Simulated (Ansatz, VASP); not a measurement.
# Two plane-wave programs on Al

Contents of INCAR:

```
ALGO     = Fast           # electronic algorithm
EDIFF    = 1E-7           # SCF threshold, eV
ENCUT    = 520            # plane-wave cutoff, eV
GGA      = PE             # functional
ISIF     = 2              # what is computed and relaxed
ISMEAR   = 0              # smearing method
LASPH    = T              # aspherical terms in the spheres
LCHARG   = T              # write CHGCAR
LELF     = T              # ELF
LREAL    = F              # projectors in reciprocal space
LVHAR    = T            
LWAVE    = F              # write WAVECAR
NBANDS   = 14             # bands
NELM     = 100            # most SCF steps
PREC     = Accurate       # precision mode
SIGMA    = 0.2            # smearing width, eV
```

The input KPOINTS:

```
k-points
0
Gamma
  8 6 6
```

Contents of POSCAR:

```
Al
1.0
   -1.4288920766      1.4282300293     -2.0200490114
   -1.4288920766     -4.2846900878     -2.0200490114
   -4.2866762298     -1.4282300293      2.0200490114
Al
4
Direct
    0.7500000000      0.0000000000      0.7500000000
    0.2500000000      1.0000000000      0.2500000000
    0.7500000000      0.5000000000      0.2500000000
    0.2500000000      0.5000000000      0.7500000000
```

Input for Ansatz:

```yaml
crystal:
  lattice:
    - [-1.4288920766, 1.4282300293, -2.0200490114]
    - [-1.4288920766, -4.2846900878, -2.0200490114]
    - [-4.2866762298, -1.4282300293, 2.0200490114]
  atoms:
    - { symbol: Al, position: [0.75, 0.0, 0.75] }
    - { symbol: Al, position: [0.25, 1.0, 0.25] }
    - { symbol: Al, position: [0.75, 0.5, 0.25] }
    - { symbol: Al, position: [0.25, 0.5, 0.75] }
basis:
  ecutwfc: 420
kpoints:
  mp_grid: { grid: [8, 6, 6] }
hamiltonian:
  xc: pbe
scf:
  occupations: { method: gaussian, width: 0.2 }
  lower_state_search: "off"
output:
  forces: true
  stress: true
  eigenvalues: true
```

Alike in both runs: task single point; functional PBE; k mesh 8 × 6 × 6; occupations gaussian, width 0.2 eV; no spin polarisation.

|  | VASP | Ansatz |
| --- | --- | --- |
| version | VASP 6.6.1 | Ansatz 0.2.0 |
| potentials or method | VASP PAW PBE potentials, release 64 (Al), cutoff 520 eV | scalar-relativistic, plane waves, PAW |
| valence electrons in the cell | 12 | 12 |

```csv
,VASP,Ansatz,Ansatz less VASP
gap on the k mesh at the Fermi level (eV),none,none,-
pressure (GPa),0.0,0.1,+0.04
"traceless stress, the component that is largest in VASP (GPa)",-0.55,-0.55,+0.001
```

A gap of «none» marks a metal or a gap that the smearing closes. The functional is the same, so the differences come from potentials, cutoffs and numerics.
